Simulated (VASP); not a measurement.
# Re in VASP: further runs

Re is run at these levels: PBEsol; tasks: single point.

Everything below comes from runs of VASP 6.6.1. Logs are shortened: lines on timing, memory, paths and dates and some standing lists are left out, and cuts for length are marked.

### Step 1. The cell of the first run

It takes space group C2/m (No. 12, monoclinic). Conventional cell: a = 4.660 Å, b = 2.818 Å, c = 2.595 Å, α = 90.00°, β = 123.13°, γ = 90.00°. Within 3.4 Å of Re (site symmetry 2/m) lie 12 Re at 2.59 to 2.82 Å.

### Step 2. Single point, PBEsol (strained)

INCAR reads:

```
SYSTEM = Re
PREC = Accurate ; ENCUT = 520
EDIFF = 1E-7 ; ISMEAR = 0
SIGMA = 0.1 ; LREAL = .FALSE.
LASPH = .TRUE. ; NELM = 100
ALGO = Fast ; ISIF = 2
LWAVE = .FALSE. ; LCHARG = .FALSE.
GGA = PS ; NBANDS = 10
```

KPOINTS reads:

```
Automatic mesh
0
G
  16 16 16
  0 0 0
```

POSCAR reads:

```
Re
1.0
   -0.0871370000      1.9055787500      1.9431235000
    1.9055787500     -0.0871370000      1.9431235000
    1.8347157500      1.8347157500     -0.0162740000
Re
1
Direct
    0.0000000000      0.0000000000      0.0000000000
```

Potentials or basis: VASP PAW PBE potentials, release 64 (Re).

Launch:

```
> cat potpaw_PBE.64/Re/POTCAR > POTCAR
> mpirun -np 1 vasp_std > vasp.out
```

OUTCAR:

```text
SYSTEM = Re
   PREC = Accurate
   ENCUT = 520
   EDIFF = 1E-7
   ISMEAR = 0
   LREAL = .FALSE.
   LASPH = .TRUE.
   NELM = 100
   ISIF = 2
   GGA = PS

 ion  position               nearest neighbor table
   1  0.000  0.000  0.000-

  LATTYP: Found a base centered monoclinic cell.
 ALAT       =     4.6600833191
 B/A-ratio  =     0.6047371788
 C/A-ratio  =     0.5567992575
 COS(beta)  =    -0.5466082721

  Lattice vectors:

 A1 = (   0.0871370000,  -1.9055787500,  -1.9431235000)
 A2 = (  -1.9055787500,   0.0871370000,  -1.9431235000)
 A3 = (   1.8347157500,   1.8347157500,  -0.0162740000)

Analysis of symmetry for initial positions (statically):
=====================================================================
 Subroutine PRICEL returns:
 Original cell was already a primitive cell.

 Routine SETGRP: Setting up the symmetry group for a
 base centered monoclinic supercell.

 Subroutine GETGRP returns: Found  4 space group operations
 (whereof  4 operations were pure point group operations)
 out of a pool of  4 trial point group operations.

The static configuration has the point symmetry C_2h.

Analysis of symmetry for dynamics (positions and initial velocities):
=====================================================================
 Subroutine PRICEL returns:
 Original cell was already a primitive cell.

 Routine SETGRP: Setting up the symmetry group for a
 base centered monoclinic supercell.

 Subroutine GETGRP returns: Found  4 space group operations
 (whereof  4 operations were pure point group operations)
 out of a pool of  4 trial point group operations.

The dynamic configuration has the point symmetry C_2h.

 Subroutine INISYM returns: Found  4 space group operations
 (whereof  4 operations are pure point group operations),
 and found     1 'primitive' translations

----------------------------------------------------------------------------------------

                                     Primitive cell

  volume of cell :      14.2674

  direct lattice vectors                    reciprocal lattice vectors
    -0.087137000  1.905578750  1.943123500    -0.249777368  0.252050352  0.256254096
     1.905578750 -0.087137000  1.943123500     0.252050352 -0.249777368  0.256254096
     1.834715750  1.834715750 -0.016274000     0.271395368  0.271395368 -0.253981112

  length of vectors
     2.722967529  2.722967529  2.594730932     0.437703410  0.437703410  0.460236131

  position of ions in fractional coordinates (direct lattice)
     0.000000000  0.000000000  0.000000000

  ion indices of the primitive-cell ions
   primitive index   ion index
                 1           1

----------------------------------------------------------------------------------------

 KPOINTS: Automatic mesh

Automatic generation of k-mesh.
 Grid dimensions read from file:
 generate k-points for:   16   16   16

 Generating k-lattice:

  Cartesian coordinates                     Fractional coordinates (reciprocal lattice)
    -0.015611085  0.015753147  0.016015881     0.062500000 -0.000000000 -0.000000000
     0.015753147 -0.015611085  0.016015881    -0.000000000  0.062500000 -0.000000000
     0.016962210  0.016962210 -0.015873820     0.000000000  0.000000000  0.062500000

  Length of vectors
     0.027356463  0.027356463  0.028764758

  Shift w.r.t. Gamma in fractional coordinates (k-lattice)
     0.000000000  0.000000000  0.000000000

 Subroutine IBZKPT returns following result:
 ===========================================

 Found   1098 irreducible k-points:

 Following reciprocal coordinates:
            Coordinates               Weight
  0.000000  0.000000  0.000000      1.000000
  0.062500 -0.000000 -0.000000      4.000000
  0.125000 -0.000000 -0.000000      4.000000
  0.187500 -0.000000  0.000000      4.000000
  0.250000 -0.000000 -0.000000      4.000000
  0.312500 -0.000000 -0.000000      4.000000
[... 16 lines left out ...]
 -0.125000  0.062500 -0.000000      4.000000
 -0.062500  0.062500  0.000000      2.000000
 [... further k-points ...]
   k-points           NKPTS =   1098   k-points in BZ     NKDIM =   1098   number of bands    NBANDS=     10
   number of dos      NEDOS =    301   number of ions     NIONS =      1
   total plane-waves  NPLWV =   8000
   dimension x,y,z NGX =    20 NGY =   20 NGZ =   20
   dimension x,y,z NGXF=    40 NGYF=   40 NGZF=   40
   ions per type =               1
   NGX,Y,Z   is equivalent  to a cutoff of  12.21, 12.21, 12.81 a.u.
   NGXF,Y,Z  is equivalent  to a cutoff of  24.42, 24.42, 25.63 a.u.
 SYSTEM =  Re
   PREC   = accura    normal or accurate (medium, high low for compatibility)
   ISTART =      0    job   : 0-new  1-cont  2-samecut
   ICHARG =      2    charge: 1-file 2-atom 10-const
   ISPIN  =      1    spin polarized calculation?
   LNONCOLLINEAR =      F non collinear calculations
   LSORBIT =      F    spin-orbit coupling
   LASPH  =      T    aspherical Exc in radial PAW
   ENCUT  =  520.0 eV  38.22 Ry    6.18 a.u.   5.06  5.06  4.82*2*pi/ulx,y,z
   NELM   =    100;   NELMIN=  2; NELMDL= -5     # of ELM steps
   EDIFF  = 0.1E-06   stopping-criterion for ELM
   LREAL  =      F    real-space projection
   EDIFFG = 0.1E-05   stopping-criterion for IOM
   NSW    =      0    number of steps for IOM
   IBRION =     -1    ionic relax: 0-MD 1-quasi-New 2-CG
   NFREE  =      0    steps in history (QN), initial steepest desc. (CG)
   ISIF   =      2    stress and relaxation
   ISYM   =      2    0-nonsym 1-usesym 2-fastsym
   POTIM  = 0.5000    time-step for ionic-motion
   TEBEG  =    0.0;   TEEND  =   0.0 temperature during run
   PSTRESS=    0.0 pullay stress
   NELECT =       7.0000    total number of electrons
   NUPDOWN=      -1.0000    fix difference up-down
   EMIN   =  10.00;   EMAX   =-10.00  energy-range for DOS
   EFERMI =   0.00;   METHOD = LEGACY
   ISMEAR =     0;   SIGMA  =   0.10  broadening in eV -4-tet -1-fermi 0-gaus
   EFERMI_NEDOS =   21; number of points for ismear=-14 and -15
   IALGO  =     68    algorithm
   IMIX   =      4    mixing-type and parameters
     AMIX     =   0.40;   BMIX     =  1.00
     AMIX_MAG =   1.60;   BMIX_MAG =  1.00
  volume/ion in A,a.u.               =      14.27        96.28
  Fermi-wavevector in a.u.,A,eV,Ry     =   1.291199  2.440012 22.683551  1.667194
  Thomas-Fermi vector in A             =   2.422983
   LORBIT       =      0    0 simple, 1 ext, 2 COOP (PROOUT), +10 PAW based schemes
   GGA     = PS    functional components
   LHFCALC =     F    Hartree Fock is set to
   AEXX    =    0.0000 exact exchange contribution
   IVDW    =     0    specifies the selected vdW correction
   LEPSILON=     F    determine dielectric tensor
   LRPA    =     F    only Hartree local field effects (RPA)
 non-spin polarized calculation
 RMM-DIIS sequential band-by-band and
 Gauss-broadening in eV      SIGMA  =   0.10
  energy-cutoff  :      520.00
  volume of cell :       14.27
 maximum number of plane-waves:       397
   NGX = 11   NGY = 11   NGZ =  9

 number of electron       6.9999999 magnetization

 Free energy of the ion-electron system (eV)
  ---------------------------------------------------
  ext. energy  EPLUGINS =         0.00000000
  ---------------------------------------------------
  free energy    TOTEN  =       -13.21043430 eV

  energy without entropy =      -13.20638254  energy(sigma->0) =      -13.20840842

 E-fermi :   8.4337     XC(G=0): -13.9830

 val. band max:        8.4300766433   @ k =  -0.3750   0.3125   0.4375
 cond. band min:       8.4382396730   @ k =   0.5000   0.2500   0.5000
 fundamental gap:      0.0081630297
 Fermi energy:         8.4337247599

 k-point     1 :       0.0000    0.0000    0.0000
  band No.  band energies     occupation
      1      -1.9979      2.00000
      2       5.6911      2.00000
      3       5.9558      2.00000
      4       7.3507      2.00000
      5       9.6127      0.00000
      6      10.0277      0.00000
      7      22.3093      0.00000
      8      27.2614      0.00000
      9      27.7968      0.00000
     10      32.1884      0.00000

 k-point     2 :       0.0625   -0.0000   -0.0000
  band No.  band energies     occupation
      1      -1.8211      2.00000
      2       5.6501      2.00000
      3       5.9565      2.00000
      4       7.4289      2.00000
      5       9.5617      0.00000
      6       9.9830      0.00000
      7      22.6422      0.00000
      8      26.6529      0.00000
      9      27.9963      0.00000
     10      30.0831      0.00000

 k-point     3 :       0.1250   -0.0000   -0.0000
  band No.  band energies     occupation
      1      -1.3171      2.00000
      2       5.4652      2.00000
      3       6.0354      2.00000
      4       7.6209      2.00000
      5       9.4746      0.00000
      6       9.9090      0.00000
      7      23.5495      0.00000
      8      25.2616      0.00000
      9      28.9277      0.00000
     10      30.9519      0.00000

 k-point     4 :       0.1875   -0.0000    0.0000
  band No.  band energies     occupation
      1      -0.5757      2.00000
      2       5.2583      2.00000
      3       6.1116      2.00000
      4       7.7822      2.00000
      5       9.5160      0.00000
      6       9.9855      0.00000
      7      23.7300      0.00000
      8      24.8380      0.00000
      9      30.4133      0.00000
     10      32.3161      0.00000
[... 222 lines left out ...]
 k-point    22 :      -0.1875    0.0625   -0.0000
  band No.  band energies     occupation
      1      -0.1680      2.00000
      2       5.0970      2.00000
      3       6.0737      2.00000
      4       7.9195      2.00000
      5       9.6159      0.00000
      6      10.1868      0.00000
      7      23.3944      0.00000
      8      25.3083      0.00000
      9      30.0314      0.00000
     10      32.8019      0.00000

 k-point    23 :      -0.1250    0.0625   -0.0000
  band No.  band energies     occupation
      1      -0.9532      2.00000
      2       5.2392      2.00000
      3       6.1097      2.00000
      4       7.7647      2.00000
      5       9.5732      0.00000
      6       9.9003      0.00000
      7      24.1091      0.00000
      8      24.7637      0.00000
      9      28.7591      0.00000
     10      32.0343      0.00000

 k-point    24 :      -0.0625    0.0625    0.0000
  band No.  band energies     occupation
      1      -1.5412      2.00000
      2       5.4566      2.00000
      3       6.0591      2.00000
      4       7.5377      2.00000
      5       9.7371      0.00000
      6       9.7743      0.00000
      7      23.1305      0.00000
      8      25.9084      0.00000
      9      28.0976      0.00000
     10      30.7997      0.00000

 [... further k-points ...]
[... 5 lines left out ...]
  --------------------------------------------------------------------------------------
  -------------------------------------------------------------------------------------
  Total        1.3614835      1.3614835      0.5067306      1.9643662      0.1855383      0.1855383
  in kB      152.8901981    152.8901981     56.9042067    220.5919778     20.8353535     20.8353530
  external PRESSURE =     120.8948676 kB  Pullay stress =       0.0000000 kB

 VOLUME and BASIS-vectors are now :
 -----------------------------------------------------------------------------
  energy-cutoff  :      520.00
  volume of cell :       14.27
      direct lattice vectors                 reciprocal lattice vectors
    -0.087137000  1.905578750  1.943123500    -0.249777368  0.252050352  0.256254096
     1.905578750 -0.087137000  1.943123500     0.252050352 -0.249777368  0.256254096
     1.834715750  1.834715750 -0.016274000     0.271395368  0.271395368 -0.253981112

 POSITION                                       TOTAL-FORCE (eV/Angst)
 -----------------------------------------------------------------------------------
      0.00000      0.00000      0.00000        -0.000000      0.000000      0.000000
 -----------------------------------------------------------------------------------
    total drift:                                0.000000      0.000000     -0.000000

  FREE ENERGIE OF THE ION-ELECTRON SYSTEM (eV)
  ---------------------------------------------------
  free  energy   TOTEN  =       -13.2104343043 eV

  energy  without entropy=      -13.2063825355  energy(sigma->0) =      -13.20840842
```

Wall time 65 s (1 thread of Intel Xeon 6975P-C (Granite Rapids), shared host); peak memory 0.27 GiB.

What came out:

```
Free energy : -13.2104 eV
Pressure    : 12.1 GPa
```

Levels at points of the mesh, in eV from the Fermi level:
| k point | band 2 | band 3 | band 4 | band 5 | band 6 | band 7 |
| --- | --- | --- | --- | --- | --- | --- |
| (0.00, 0.00, 0.00) | -2.74 | -2.48 | -1.08 | 1.18 | 1.59 | 13.88 |
| (0.50, 0.00, 0.00) | -2.95 | -1.27 | -0.22 | 3.37 | 4.22 | 9.80 |
| (0.50, 0.50, 0.00) | -6.30 | 2.61 | 4.01 | 4.76 | 4.81 | 11.28 |
| (0.00, 0.00, 0.50) | -2.92 | -1.87 | 0.62 | 3.47 | 4.51 | 11.11 |
| (0.50, 0.00, 0.50) | -6.30 | 3.09 | 3.62 | 4.52 | 5.14 | 12.16 |
| (0.50, 0.50, 0.50) | -2.88 | -2.08 | 0.82 | 3.66 | 4.58 | 11.30 |

Caveat: the cell differs from its parent crystal (strained); the PAW data sets were made with another functional, which shifts forces and pressure a little; spin-orbit coupling is left out, which moves the levels of the heavy elements.

### Step 3. Single point, PBEsol (the cell strained at random)

INCAR reads:

```
PREC = Accurate ; ENCUT = 520
EDIFF = 1E-6 ; ISMEAR = 0
SIGMA = 0.1 ; LREAL = F
LASPH = T ; NELM = 80
ALGO = Fast ; ISIF = 2
LWAVE = F ; LCHARG = F
GGA = PS ; NBANDS = 10
```

KPOINTS reads:

```
Automatic mesh
0
Gamma
  16 16 16
```

POSCAR reads:

```
Re
1.0
    0.0385915000      1.8778497500      1.9627945000
    1.8942817500      0.0142792500      1.9871067500
    1.9583902500      1.9662705000     -0.0498292500
Re
1
Direct
    0.0000000000      0.0000000000      0.0000000000
```

Potentials or basis: VASP PAW PBE potentials, release 64 (Re).

Launch:

```
> cat potpaw_PBE.64/Re/POTCAR > POTCAR
> mpirun -np 1 vasp_std > vasp.out
```

Wall time 2 min (1 thread of Intel Xeon 6975P-C (Granite Rapids), shared host); peak memory 0.41 GiB.

The run converged. Its results:

* Free energy: -13.2359 eV
* Pressure: 2.1 GPa

Stress tensor (GPa, compression positive):
```
  7.60 -13.50   3.47
-13.50   6.98   8.53
  3.47   8.53  -8.21
```

Levels at points of the mesh, in eV from the Fermi level:
```tsv
k point	band 1	band 2	band 3	band 4	band 5	band 6	band 7	band 8	band 9
(0.00, 0.00, 0.00)	-10.26	-2.72	-2.08	-1.20	0.82	1.77	13.90	18.39	19.62
(0.50, 0.00, 0.00)	-6.94	-2.68	-2.01	0.66	3.45	4.45	10.78	13.08	19.35
(0.00, 0.50, 0.00)	-6.97	-2.55	-1.92	0.38	3.17	4.37	10.50	13.32	19.52
(0.50, 0.50, 0.00)	-7.00	-6.05	2.18	3.80	4.52	4.68	11.89	12.38	13.85
(0.00, 0.00, 0.50)	-7.11	-2.64	-1.38	-0.36	3.55	3.81	9.26	13.82	20.26
(0.50, 0.00, 0.50)	-6.96	-6.09	3.12	3.48	4.29	5.07	11.71	12.56	13.61
(0.00, 0.50, 0.50)	-6.96	-6.11	3.20	3.62	4.23	5.05	11.33	12.81	13.69
(0.50, 0.50, 0.50)	-7.01	-3.13	-1.20	0.17	3.57	4.12	10.04	13.37	19.26
```

Caveat: the cell differs from its parent crystal (the cell strained at random); the PAW data sets were made with another functional, which shifts forces and pressure a little; spin-orbit coupling is left out, which moves the levels of the heavy elements.
